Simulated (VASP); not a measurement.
Here is a VASP 6.6.1 calculation.

File INCAR:

```
SYSTEM = NiO
ALGO = Normal
EDIFF = 1E-6
ENCUT = 520
GGA = PS
ISIF = 2
ISMEAR = 0
ISPIN = 2
ISYM = 0
LASPH = .True.
LCHARG = .False.
LMAXMIX = 4
LORBIT = 11
LREAL = .False.
LWAVE = .False.
MAGMOM = 1.14 0.2
NBANDS = 19
NELM = 150
PREC = Accurate
SIGMA = 0.1
```

The input KPOINTS:

```
k-points
0
Gamma
  12 12 17
  0 0 0
```

The input POSCAR:

```
NiO
1.0
    2.9105323161      0.0000000000      0.0000000000
    0.0000000000      2.9105323161      0.0000000000
    1.4552661581      1.4552661581      2.0580571376
Ni O
1 1
Direct
    0.0000000000      0.0000000000      0.0000000000
    0.5000000000      0.5000000000      0.0000000000
```

Potentials or basis: VASP PAW PBE potentials, release 64 (Ni, O).

Run with:

```sh
$ cat potpaw_PBE.64/Ni/POTCAR potpaw_PBE.64/O/POTCAR > POTCAR
$ mpirun -np 1 vasp_std > vasp.out
```

**Question.** What does it give for the site moments?

**Answer.** Ni +1.00; O +0.16 μB.

**Question.** What does it give for the pressure?

**Answer.** -0.3 GPa.

**Question.** Predict the net moment.

**Answer.** 1.19 μB per cell.

Stress tensor (GPa, compression positive):
```
-0.17 -0.02 -0.02
-0.02 -0.17 -0.02
-0.02 -0.02 -0.67
```

Caveat: the PAW data sets were made with another functional, which shifts forces and pressure a little; a cell with one magnetic atom can't hold antiferromagnetic order, which such compounds often take; semilocal functionals often make such compounds metallic where correlation or magnetic order opens a gap, which also shifts bond lengths.

**What was measured.**

“Local correlations, non-local screening, multiplets, and band formation in NiO”, 2012, arxiv:1210.6675 quotes, for a bulk crystal of NiO: band gap 4.3 eV.

Against the measured gap of NiO, 4.3 eV (quoted in “Local correlations, non-local screening, multiplets, and band formation in NiO”, 2012, arxiv:1210.6675), the calculated 0.00 eV is off by -4.30 eV. So large a miss can be the level of theory's own, or it may mean another phase, state or a wrong row. The value is that of PBEsol on a finite k mesh, which can miss the band edges, without temperature or zero-point motion. Semilocal functionals fall short of measured gaps as a rule. The run's magnetic order (collinear spin, ferromagnetic start) needn't be the measured crystal's.
